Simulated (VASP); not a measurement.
# Si33C32 (a cell with a defect) in VASP: a series of runs

The runs below take Si33C32 (a cell with a defect) through single point, with PBEsol.

All numbers are computed with VASP 6.6.1; they aren't measurements. Logs are shortened: lines on timing, memory, paths and dates and some standing lists are left out, and cuts for length are marked.

### Step 1. The cell of the first run

The cell holds a defect, 65 atoms: a = 8.714 Å, b = 8.714 Å, c = 8.714 Å, α = 90.00°, β = 90.00°, γ = 90.00°.

### Step 2. Single point, PBEsol, collinear spin

Input file INCAR:

```
PREC     = Accurate       # precision mode
ENCUT    = 520            # plane-wave cutoff, eV
EDIFF    = 1E-6           # SCF threshold, eV
ISMEAR   = -1             # smearing method
SIGMA    = 0.05           # smearing width, eV
LREAL    = Auto         
LASPH    = T              # aspherical terms in the spheres
NELM     = 200            # most SCF steps
ALGO     = Normal         # electronic algorithm
ISIF     = 2              # what is computed and relaxed
LWAVE    = F              # write WAVECAR
LCHARG   = F              # write CHGCAR
ISPIN    = 2              # spin polarisation
MAGMOM   = 0 0 0 0 0 0 0.091 0.091 0 0 0 0 0 0 0 0 0 0 0 0.091 0 0 0 0.091 0 0 0 0 0 0.091 0 0.091 0.091 0 0 0 0 0 0 0 0.091 0 0.091 0 0 0 0 0 0 0 0 0 0.091 0 0 0 0 0 0 0 0 0 0.091 0 0 # initial moments
LORBIT   = 11             # projections on sites
NUPDOWN  = 1.0            # fixed moment
GGA      = PS             # functional
NELECT   = 259.0        
ISYM     = -1           
NBANDS   = 172            # bands
GGA_COMPAT= F
```

Input file KPOINTS:

```
explicit points
1
Reciprocal
  0.25000000   0.25000000   0.25000000 1
```

Input file POSCAR:

```
Si33C32
1.0
    8.7137060000      0.0000000000      0.0000000000
    0.0000000000      8.7137060000      0.0000000000
    0.0000000000      0.0000000000      8.7137060000
Si C
33 32
Direct
    0.0005890000      0.0006620000      0.0004010000
    0.0004100000      0.0004300000      0.4983300000
    0.0006370000      0.5001410000      0.0023330000
    0.0011570000      0.5008760000      0.4964650000
    0.5000470000      0.0007420000      0.0023060000
    0.5008560000      0.0012120000      0.4964750000
    0.5000330000      0.5004780000      0.0220270000
    0.5046690000      0.5046480000      0.4756560000
    0.2480880000      0.2480450000      0.0014670000
    0.2478010000      0.2477730000      0.4980240000
    0.2453830000      0.7508650000      0.0015290000
    0.2485430000      0.7507190000      0.4986260000
    0.7508860000      0.2453960000      0.0014370000
    0.7508380000      0.2484380000      0.4985670000
    0.7502780000      0.7502400000      0.0003170000
    0.7513790000      0.7512700000      0.4955570000
    0.2484780000      0.0003680000      0.2495420000
    0.2463390000      0.0013030000      0.7499850000
    0.2462580000      0.5006770000      0.2500920000
    0.2257320000      0.5036410000      0.7528630000
    0.7504130000      0.0008270000      0.2495920000
    0.7520480000      0.0009610000      0.7492040000
    0.7521570000      0.5005630000      0.2493800000
    0.7714180000      0.5020830000      0.7476190000
    0.0003290000      0.2484710000      0.2495230000
    0.0012560000      0.2462850000      0.7499610000
    0.0007760000      0.7503840000      0.2496100000
    0.0008950000      0.7519960000      0.7492520000
    0.5006320000      0.2462170000      0.2501030000
    0.5034830000      0.2257550000      0.7526860000
    0.5005160000      0.7520760000      0.2494140000
    0.5018760000      0.7712560000      0.7478430000
    0.5010500000      0.5013120000      0.7486860000
    0.1250120000      0.1250350000      0.1256020000
    0.1261280000      0.1261210000      0.6250390000
    0.1251800000      0.6249250000      0.1250390000
    0.1222280000      0.6284610000      0.6219350000
    0.6249120000      0.1252470000      0.1249930000
    0.6284970000      0.1222550000      0.6219050000
    0.6279580000      0.6279340000      0.1279210000
    0.6235710000      0.6234950000      0.6263420000
    0.3727250000      0.3726840000      0.1291460000
    0.3793860000      0.3792830000      0.6295750000
    0.3751550000      0.8743020000      0.1239180000
    0.3728650000      0.8792960000      0.6228250000
    0.8742690000      0.3751440000      0.1238890000
    0.8793390000      0.3727900000      0.6227940000
    0.8753960000      0.8754210000      0.1248500000
    0.8744580000      0.8744580000      0.6249410000
    0.3754800000      0.1260080000      0.3756790000
    0.3723580000      0.1221800000      0.8781540000
    0.3726110000      0.6282120000      0.3714470000
    0.3779080000      0.6218830000      0.8721220000
    0.8757790000      0.1253160000      0.3746980000
    0.8753310000      0.1254430000      0.8745490000
    0.8755740000      0.6249900000      0.3746190000
    0.8785830000      0.6274310000      0.8772230000
    0.1259850000      0.3754910000      0.3756550000
    0.1221190000      0.3723760000      0.8781540000
    0.1253340000      0.8757430000      0.3747400000
    0.1254080000      0.8753640000      0.8745600000
    0.6282530000      0.3725960000      0.3714150000
    0.6217090000      0.3780780000      0.8718750000
    0.6249870000      0.8755560000      0.3746460000
    0.6273950000      0.8786090000      0.8771680000
```

Potentials or basis: VASP PAW PBE potentials, release 64 (Si, C).

Command:

```sh
> cat potpaw_PBE.64/Si/POTCAR potpaw_PBE.64/C/POTCAR > POTCAR
> mpirun -np 1 vasp_std > vasp.out
```

OUTCAR:

```text
PREC = Accurate
   ENCUT = 520
   EDIFF = 1E-6
   ISMEAR = -1
   LREAL = Auto
   LASPH = T
   NELM = 200
   ISIF = 2
   ISPIN = 2
   LORBIT = 11
   NUPDOWN = 1.0
   GGA = PS
   NELECT = 259.0
   ISYM = -1

 ion  position               nearest neighbor table
   1  0.001  0.001  0.000-  34 1.88  48 1.89  55 1.89  61 1.89  13 3.05  11 3.05   9 3.05  26 3.06
                            18 3.06  25 3.06  17 3.06  21 3.08  27 3.08  22 3.08  28 3.08  15 3.09
   2  0.000  0.000  0.498-  54 1.88  60 1.88  35 1.90  49 1.90  10 3.05  25 3.06  17 3.06  26 3.07
                            14 3.07  18 3.07  12 3.07  16 3.07  21 3.07  27 3.07  22 3.08  28 3.08
   3  0.001  0.500  0.002-  36 1.87  46 1.88  59 1.88  57 1.88  20 2.93  24 2.99  19 3.04  11 3.05
                            23 3.05  27 3.07  25 3.07   9 3.08  15 3.08  13 3.11  28 3.11  26 3.12
   4  0.001  0.501  0.496-  58 1.87  56 1.87  37 1.88  47 1.89  24 2.97  20 2.97  19 3.03  23 3.06
                            27 3.06  12 3.06  25 3.08  10 3.08  16 3.08  14 3.10  28 3.10  26 3.13
   5  0.500  0.001  0.002-  38 1.87  44 1.88  51 1.88  65 1.88  30 2.93  32 2.99  29 3.04  13 3.05
                            31 3.05  21 3.07  17 3.07   9 3.08  15 3.09  11 3.11  22 3.11  18 3.12
   6  0.501  0.001  0.496-  50 1.87  64 1.87  39 1.88  45 1.89  32 2.97  30 2.97  29 3.03  31 3.06
                            21 3.06  14 3.06  17 3.08  10 3.08  16 3.08  12 3.10  22 3.10  18 3.13
   7  0.500  0.500  0.022-  40 1.82  42 1.83  53 1.99  63 1.99  33 2.38  31 2.96  23 2.96  19 2.97
                            29 2.98  15 3.09   9 3.11  11 3.12  13 3.12
   8  0.505  0.505  0.476-  52 1.82  62 1.82  41 1.97  43 2.05  33 2.38  31 2.92  23 2.92  19 2.99
                            29 2.99  16 3.04  12 3.10  14 3.10
   9  0.248  0.248  0.001-  34 1.86  51 1.88  59 1.88  42 1.90   1 3.05  17 3.05  25 3.05  18 3.07
                            26 3.07   5 3.08   3 3.08  29 3.09  19 3.09  30 3.11   7 3.11  20 3.11
  10  0.248  0.248  0.498-  35 1.86  50 1.87  58 1.87  43 1.99   2 3.05  17 3.06  25 3.06  18 3.07
                            26 3.07   6 3.08   4 3.08  29 3.09  19 3.09
  11  0.245  0.751  0.002-  36 1.86  61 1.87  44 1.89  53 1.97  27 3.04   1 3.05   3 3.05  20 3.06
                            28 3.06  17 3.07  19 3.07  18 3.09  31 3.10   5 3.11   7 3.12  32 3.15
  12  0.249  0.751  0.499-  37 1.87  60 1.87  52 1.88  45 1.90  27 3.06   4 3.06   2 3.07  28 3.07
                            19 3.07  17 3.07  31 3.09  18 3.09  20 3.10   6 3.10   8 3.10  32 3.10
  13  0.751  0.245  0.001-  38 1.86  55 1.87  46 1.89  63 1.97  21 3.04   1 3.05   5 3.05  22 3.06
                            30 3.06  25 3.07  29 3.07  26 3.09  23 3.10   3 3.11   7 3.12
  14  0.751  0.248  0.499-  39 1.87  54 1.87  62 1.88  47 1.90  21 3.06   6 3.06   2 3.07  22 3.07
                            25 3.07  29 3.07  23 3.09  26 3.09  30 3.10   4 3.10   8 3.10  24 3.10
  15  0.750  0.750  0.000-  40 1.87  57 1.88  65 1.88  48 1.89  23 3.07  31 3.07  27 3.08  21 3.08
                             3 3.08   1 3.09   5 3.09   7 3.09  28 3.09  24 3.09  32 3.09  22 3.09
  16  0.751  0.751  0.496-  56 1.87  64 1.87  49 1.89  41 1.94   8 3.04  27 3.05  21 3.05  23 3.06
                            31 3.06   2 3.07   4 3.08   6 3.08  24 3.09  32 3.10  28 3.10  22 3.10
  17  0.248  0.000  0.250-  34 1.87  60 1.88  44 1.90  50 1.91   9 3.05  10 3.06  25 3.06   2 3.06
                             1 3.06  11 3.07  27 3.07  29 3.07  12 3.07   5 3.07   6 3.08  31 3.08
  18  0.246  0.001  0.750-  35 1.86  61 1.87  51 1.89  45 1.89  30 2.97  32 3.00  26 3.02  28 3.05
                             1 3.06   2 3.07   9 3.07  10 3.07  12 3.09  11 3.09   5 3.12   6 3.13
  19  0.246  0.501  0.250-  36 1.86  58 1.87  52 1.89  42 1.89   7 2.97   8 2.99   4 3.03   3 3.04
                            27 3.05  25 3.07  12 3.07  11 3.07  10 3.09   9 3.09  31 3.12  29 3.14
  20  0.226  0.504  0.753-  37 1.82  59 1.82  53 1.97  43 2.03  33 2.40  28 2.92   3 2.93   4 2.97
                            26 2.98  11 3.06  12 3.10   9 3.11
  21  0.750  0.001  0.250-  38 1.88  54 1.89  48 1.89  64 1.89  13 3.04  29 3.05  16 3.05   6 3.06
                            14 3.06  25 3.07   5 3.07  31 3.07   2 3.07   1 3.08  15 3.08  27 3.09
  22  0.752  0.001  0.749-  39 1.87  55 1.88  49 1.88  65 1.89  30 2.92  32 2.96  26 3.05  13 3.06
[... 7 lines left out ...]
  26  0.001  0.246  0.750-  35 1.86  55 1.87  59 1.89  47 1.89  20 2.98  24 3.00  18 3.02  22 3.05
                             1 3.06   2 3.07   9 3.07  10 3.07  14 3.09  13 3.09   3 3.12   4 3.13
  27  0.001  0.750  0.250-  36 1.88  60 1.89  48 1.89  56 1.89  11 3.04  19 3.05  16 3.05   4 3.06
                            12 3.06   3 3.07  17 3.07  23 3.07   2 3.07   1 3.08  15 3.08  21 3.09
  28  0.001  0.752  0.749-  37 1.87  61 1.88  49 1.88  57 1.89  20 2.92  24 2.96  18 3.05  11 3.06
                            22 3.07  12 3.07   2 3.08   1 3.08  15 3.09  16 3.10   4 3.10   3 3.11
  29  0.501  0.246  0.250-  38 1.86  50 1.87  62 1.89  42 1.89   7 2.98   8 2.99   6 3.03   5 3.04
                            21 3.05  17 3.07  14 3.07  13 3.07  10 3.09   9 3.09  23 3.12  19 3.14
[... 253 lines left out ...]
 spin polarized calculation
  energy-cutoff  :      520.00
  volume of cell :      661.62
 maximum number of plane-waves:     17779
 NGX is ok and might be reduce to    64
   NGX = 33   NGY = 33   NGZ = 33

 number of electron     258.9999992 magnetization       0.9999999

 Free energy of the ion-electron system (eV)
  ---------------------------------------------------
  ext. energy  EPLUGINS =         0.00000000
  ---------------------------------------------------
  free energy    TOTEN  =      -516.93937114 eV

  energy without entropy =     -516.83490930  energy(sigma->0) =     -516.88714022

 E-fermi :  10.1467     XC(G=0): -11.5882

 val. band max:       10.1365565204   @ k =   0.2500   0.2500   0.2500
 cond. band min:      10.2475445254   @ k =   0.2500   0.2500   0.2500
 fundamental gap:      0.1109880050
 Fermi energy:        10.1953407250

 spin component 1

 k-point     1 :       0.2500    0.2500    0.2500
  band No.  band energies     occupation
      1      -7.9293      1.00000
      2      -6.5759      1.00000
      3      -6.2076      1.00000
      4      -6.1768      1.00000
      5      -5.5849      1.00000
      6      -5.3824      1.00000
[... 133 lines left out ...]
    140      12.2855      0.00000
    141      12.3637      0.00000
 Fermi energy:        10.1467377271

 spin component 2

 k-point     1 :       0.2500    0.2500    0.2500
  band No.  band energies     occupation
      1      -7.8913      1.00000
      2      -6.5559      1.00000
      3      -6.1849      1.00000
      4      -6.1545      1.00000
      5      -5.5672      1.00000
      6      -5.3639      1.00000
[... 133 lines left out ...]
    140      12.3274      0.00000
    141      12.4388      0.00000
 [bands above 141 left out]

------------------------ aborting loop because EDIFF is reached ----------------------------------------

  FORCE on cell =-STRESS in cart. coord.  units (eV):
  Direction    XX          YY          ZZ          XY          YZ          ZX
  --------------------------------------------------------------------------------------
  -------------------------------------------------------------------------------------
  Total        1.6634451      1.5299947      2.4729751     -8.7068682     -9.4551776     -9.5925742
  in kB        4.0281936      3.7050305      5.9885492    -21.0845262    -22.8966300    -23.2293492
  external PRESSURE =       4.5739245 kB  Pullay stress =       0.0000000 kB

 VOLUME and BASIS-vectors are now :
 -----------------------------------------------------------------------------
  energy-cutoff  :      520.00
  volume of cell :      661.62
      direct lattice vectors                 reciprocal lattice vectors
     8.713706000  0.000000000  0.000000000     0.114761733  0.000000000  0.000000000
     0.000000000  8.713706000  0.000000000     0.000000000  0.114761733  0.000000000
     0.000000000  0.000000000  8.713706000     0.000000000  0.000000000  0.114761733

 POSITION                                       TOTAL-FORCE (eV/Angst)
 -----------------------------------------------------------------------------------
      0.00513      0.00577      0.00349        -0.053689     -0.057171     -0.029179
      0.00357      0.00375      4.34230        -0.044662     -0.048230     -0.009593
      0.00555      4.35808      0.02033        -0.072329     -0.059045     -0.038944
      0.01008      4.36449      4.32605        -0.059502     -0.064456     -0.013763
      4.35726      0.00647      0.02009        -0.050154     -0.078141     -0.037127
      4.36431      0.01056      4.32614        -0.059716     -0.065194     -0.013068
[... 57 lines left out ...]
      5.44595      7.62934      3.26456         0.002364     -0.011567      0.005372
      5.46694      7.65594      7.64338         0.035886     -0.003141      0.002136
 -----------------------------------------------------------------------------------
    total drift:                                0.014417      0.020720     -0.004533

  FREE ENERGIE OF THE ION-ELECTRON SYSTEM (eV)
  ---------------------------------------------------
  free  energy   TOTEN  =      -516.9393711427 eV

  energy  without entropy=     -516.8349093001  energy(sigma->0) =     -516.88714022

 total charge

# of ion       s       p       d       tot
------------------------------------------
    1        0.703   0.964   0.000   1.667
    2        0.703   0.961   0.000   1.664
    3        0.705   0.974   0.000   1.679
    4        0.704   0.975   0.000   1.679
    5        0.705   0.974   0.000   1.679
    6        0.704   0.975   0.000   1.679
[... 57 lines left out ...]
   64        0.838   1.700   0.000   2.538
   65        0.840   1.707   0.000   2.547
--------------------------------------------------
tot         50.159  86.175   0.000 136.334

 magnetization (x)

# of ion       s       p       d       tot
------------------------------------------
    1        0.000   0.002   0.000   0.003
    2        0.000   0.001   0.000   0.002
    3        0.000   0.003   0.000   0.003
    4        0.001   0.002   0.000   0.002
    5        0.000   0.003   0.000   0.003
    6        0.001   0.002   0.000   0.002
[... 57 lines left out ...]
   64        0.003   0.001   0.000   0.004
   65        0.004   0.001   0.000   0.005
--------------------------------------------------
tot          0.090   0.100   0.000   0.190
```

Run time: 15 min. Hardware: 1 thread of Intel Xeon 8259CL, shared host; peak memory 1 GiB.

What came out:

```yaml
Free_energy: -516.9394 eV
Largest_force: 0.185 eV/Å
Net_moment: 1.00 μB per cell
Valence_electrons_inside_the_program's_atomic_spheres: Si 1.67, 1.66, 1.68, 1.64, 1.65, 1.71 (each value once); C 2.54, 2.55, 2.56, 2.51, 2.48, 2.53, 2.49 (each value once)
```

Forces on the atoms (eV/Å):
```
Si  -0.054 -0.057 -0.029
Si  -0.045 -0.048 -0.010
Si  -0.072 -0.059 -0.039
Si  -0.060 -0.064 -0.014
Si  -0.050 -0.078 -0.037
Si  -0.060 -0.065 -0.013
Si  -0.043 -0.069 -0.090
Si  -0.113 -0.115 -0.021
Si   0.063  0.069 -0.047
Si   0.065  0.069 -0.033
Si   0.101  0.083 -0.061
Si   0.054  0.071 -0.037
Si   0.068  0.110 -0.060
Si   0.061  0.061 -0.036
Si   0.061  0.070 -0.045
Si   0.078  0.091 -0.038
Si   0.044 -0.053  0.024
Si   0.064 -0.077  0.026
Si   0.060 -0.058  0.030
Si   0.117 -0.090 -0.006
Si   0.055 -0.060  0.022
Si   0.068 -0.076  0.035
Si   0.065 -0.068  0.023
Si   0.096 -0.126  0.095
Si  -0.050  0.047  0.023
Si  -0.072  0.068  0.028
Si  -0.058  0.064  0.024
Si  -0.071  0.077  0.034
Si  -0.051  0.065  0.028
Si  -0.081  0.125  0.003
Si  -0.061  0.075  0.023
Si  -0.111  0.123  0.082
Si  -0.095 -0.120  0.093
C    0.000 -0.002 -0.001
C   -0.006 -0.007  0.008
C    0.005 -0.012 -0.004
C   -0.011 -0.010  0.009
C   -0.009  0.001 -0.003
C   -0.010 -0.013  0.008
C   -0.006 -0.001  0.012
C   -0.010 -0.003  0.022
C   -0.007 -0.001 -0.016
C   -0.009  0.002 -0.048
C    0.000 -0.008  0.008
C    0.004  0.002 -0.030
C   -0.006  0.001  0.007
C    0.002  0.009 -0.032
C   -0.001 -0.003  0.009
C   -0.001 -0.003 -0.004
C    0.000  0.006  0.003
C    0.001 -0.004  0.000
C   -0.007  0.029  0.010
C   -0.005  0.057  0.007
C   -0.008 -0.003  0.005
C   -0.009 -0.005 -0.001
C   -0.011 -0.001  0.007
C   -0.001  0.034 -0.003
C    0.008  0.000  0.004
C   -0.001  0.000  0.004
C   -0.001 -0.009  0.004
C   -0.004 -0.011  0.000
C    0.030 -0.009  0.012
C    0.063 -0.005  0.020
C    0.002 -0.012  0.005
C    0.036 -0.003  0.002
```

Caveat: the cell carries a net charge on a neutralising background, which shifts energy and pressure; the cell is charged against a uniform background, so pressure and absolute levels hang on convention; the PAW data sets were made with another functional, which shifts forces and pressure a little; the total moment is fixed, so each spin has its own Fermi level and the state may be an excited one.

### Step 3. Single point, PBEsol, collinear spin

INCAR, as its differences from that of step 2:

```diff
@@ -7,3 +7,3 @@
 LASPH    = T              # aspherical terms in the spheres
-NELM     = 200            # most SCF steps
+NELM     = 150            # most SCF steps
 ALGO     = Normal         # electronic algorithm
@@ -18,4 +18,3 @@
 NELECT   = 259.0        
-ISYM     = -1           
+ISYM     = 0            
 NBANDS   = 172            # bands
-GGA_COMPAT= F
```

Input file KPOINTS:

```
Automatic mesh
0
Gamma
  1 1 1
  0.25 0.25 0.25
```

POSCAR is that of step 2.

Potentials or basis: VASP PAW PBE potentials, release 64 (Si, C).

Command:

```sh
> cat potpaw_PBE.64/Si/POTCAR potpaw_PBE.64/C/POTCAR > POTCAR
> mpirun -np 1 vasp_std > vasp.out
```

It took 33 min on 1 thread of Oxide Virtual Turin-like, shared host; peak memory 1.2 GiB.

Results (log left out):

```yaml
Free_energy: -516.8578 eV
Largest_force: 0.386 eV/Å
Net_moment: 1.00 μB per cell
Valence_electrons_inside_the_program's_atomic_spheres: Si 1.67, 1.66, 1.68, 1.64, 1.70 (each value once); C 2.54, 2.55, 2.56, 2.51, 2.48, 2.53, 2.50, 2.49 (each value once)
```

Forces on the atoms (eV/Å):
```
Si  -0.032 -0.035  0.113
Si   0.016  0.013  0.135
Si  -0.105 -0.019  0.072
Si  -0.013 -0.023  0.113
Si  -0.009 -0.110  0.075
Si  -0.019 -0.018  0.114
Si   0.057  0.030  0.046
Si  -0.192 -0.193  0.140
Si   0.134  0.140  0.030
Si   0.127  0.129  0.048
Si   0.312  0.217  0.066
Si   0.120  0.157  0.022
Si   0.201  0.323  0.066
Si   0.147  0.127  0.024
Si   0.111  0.121 -0.006
Si   0.220  0.234  0.145
Si   0.172 -0.001  0.075
Si   0.182 -0.037  0.066
Si   0.175 -0.022  0.065
Si   0.263 -0.203 -0.109
Si   0.200 -0.048  0.044
Si   0.182 -0.115  0.075
Si   0.174 -0.039 -0.014
Si   0.248 -0.034  0.206
Si  -0.001  0.172  0.073
Si  -0.034  0.183  0.068
Si  -0.046  0.210  0.045
Si  -0.112  0.191  0.073
Si  -0.014  0.178  0.062
Si  -0.197  0.268 -0.103
Si  -0.032  0.185 -0.015
Si  -0.020  0.278  0.192
Si  -0.132 -0.161  0.102
C   -0.063 -0.065 -0.088
C   -0.091 -0.092 -0.085
C   -0.032 -0.110 -0.113
C   -0.070 -0.078 -0.076
C   -0.106 -0.037 -0.112
C   -0.078 -0.072 -0.076
C   -0.085 -0.081 -0.034
C   -0.072 -0.066 -0.005
C   -0.060 -0.051 -0.119
C   -0.090 -0.079 -0.132
C   -0.095 -0.041 -0.027
C   -0.033 -0.087 -0.091
C   -0.039 -0.093 -0.029
C   -0.089 -0.028 -0.095
C   -0.046 -0.048 -0.039
C   -0.027 -0.029 -0.105
C   -0.086 -0.058 -0.071
C   -0.081 -0.069 -0.060
C   -0.096 -0.036 -0.046
C   -0.021  0.017 -0.044
C   -0.097 -0.060 -0.052
C   -0.117 -0.044 -0.088
C   -0.119 -0.094 -0.022
C   -0.041 -0.033 -0.074
C   -0.055 -0.085 -0.068
C   -0.065 -0.083 -0.056
C   -0.058 -0.099 -0.052
C   -0.042 -0.118 -0.086
C   -0.035 -0.097 -0.045
C    0.025 -0.022 -0.028
C   -0.089 -0.119 -0.023
C   -0.031 -0.043 -0.067
```

Caveat: the k points lie up to 0.36 Å⁻¹ apart; the cell carries a net charge on a neutralising background, which shifts energy and pressure; the cell is charged against a uniform background, so pressure and absolute levels hang on convention; the PAW data sets were made with another functional, which shifts forces and pressure a little; the total moment is fixed, so each spin has its own Fermi level and the state may be an excited one.
